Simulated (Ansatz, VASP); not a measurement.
BaSrInSbO6: VASP beside Ansatz

```
Ba Sr In Sb O
1.0
     0.00000    4.15649    4.15649
     4.15649    0.00000    4.15649
     4.15649    4.15649    0.00000
Ba Sr In Sb O
1 1 1 1 6
Direct
  0.25006 0.25000 0.25000
  0.75015 0.74999 0.74999
  0.00134 0.99991 0.99991
  0.50294 0.49981 0.49981
  0.74226 0.26066 0.26066
  0.26066 0.74229 0.74229
  0.73175 0.72842 0.27119
  0.25014 0.24679 0.75280
  0.25014 0.75280 0.24679
  0.73175 0.27119 0.72842
```

Change from the starting cell: mode 27 (613.6 1/cm) frozen in, largest displacement +0.090 Å.

Alike in both runs: task single point; functional PBE; k mesh 6 × 6 × 6; occupations gaussian, width 0.05 eV; no spin polarisation.

|  | VASP | Ansatz |
| --- | --- | --- |
| version | VASP 6.6.1 | Ansatz 0.2.0 |
| potentials or method | VASP PAW PBE potentials, release 64 (Ba_sv, Sr_sv, In_d, Sb, O), cutoff 520 eV | scalar-relativistic, plane waves, PAW |
| valence electrons in the cell | 74 | 84 |

Ansatz gave:

```
gap on the k mesh at the Fermi level (eV)                     : 0.87
least direct gap on the mesh (eV)                             : 0.87
pressure (GPa)                                                : 1.8
traceless stress, the component that is largest in VASP (GPa) : -1.35
rms of the force components (eV/Å)                            : 0.973
```

Task: Which values does VASP return?

Result: gap on the k mesh at the Fermi level (eV): 0.82; least direct gap on the mesh (eV): 0.82; pressure (GPa): 2.5; traceless stress, the component that is largest in VASP (GPa): -1.45; rms of the force components (eV/Å): 1.029.

Atom by atom the forces differ by 0.059 eV/Å (rms over components). With one functional, cell and mesh, what is left measures potentials, basis and numerics. VASP's potentials hold 74 valence electrons a cell and Ansatz's 84, so a difference there can come from the potentials and not from the codes.

Neither program's run includes spin-orbit coupling.
